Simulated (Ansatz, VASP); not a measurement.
One calculation of VN, two programs

INCAR

```
PREC = Accurate
ENCUT = 600
EDIFF = 1E-6
ISMEAR = -1
SIGMA = 0.1
LREAL = F
LASPH = T
NELM = 120
ALGO = Normal
ISIF = 2
LWAVE = F
LCHARG = T
GGA = PS
LELF = T
LVHAR = T
NBANDS = 16
GGA_COMPAT = F
```

File KPOINTS:

```
regular mesh
0
Gamma
  17 17 17
```

POSCAR

```
VN
1.0
    0.0000000000      1.9522229057      1.9522229057
    1.9522229057      0.0000000000      1.9522229057
    1.9522229057      1.9522229057      0.0000000000
V N
1 1
Direct
    0.0000000000      0.0000000000      0.0000000000
    0.5000000000      0.5000000000      0.5000000000
```

Input for Ansatz:

```yaml
crystal:
  lattice:
    - [0.0, 1.9522229057, 1.9522229057]
    - [1.9522229057, 0.0, 1.9522229057]
    - [1.9522229057, 1.9522229057, 0.0]
  atoms:
    - { symbol: V, position: [0.0, 0.0, 0.0] }
    - { symbol: "N", position: [0.5, 0.5, 0.5] }
kpoints:
  mp_grid: { grid: [17, 17, 17] }
scf:
  occupations: { method: fermi_dirac, width: 0.1 }
hamiltonian:
  xc: pbesol
  pseudopotentials: { kind: paw }
output:
  forces: true
  stress: true
  eigenvalues: true
  populations: true
```

Change from the starting cell: volume scaled by 0.88, PAW files.

Alike in both runs: task single point; functional PBEsol; k mesh 17 × 17 × 17; occupations fermi-dirac, width 0.1 eV; no spin polarisation.

```csv
,VASP,Ansatz
version,VASP 6.6.1,Ansatz 0.2.0
potentials or method,"VASP PAW PBE potentials, release 64 (V_sv, N)","PAW with Ansatz's default frozen-core files, scalar-relativistic"
plane-wave cutoff (eV),600,420
valence electrons in the cell,18,18
```

|  | VASP | Ansatz | Ansatz less VASP |
| --- | --- | --- | --- |
| pressure (GPa) | 58.6 | 57.5 | -1.04 |

VASP's potentials were made for PBE, not for PBEsol. Both programs put the cell under a high pressure, so it lies far from rest at this level.
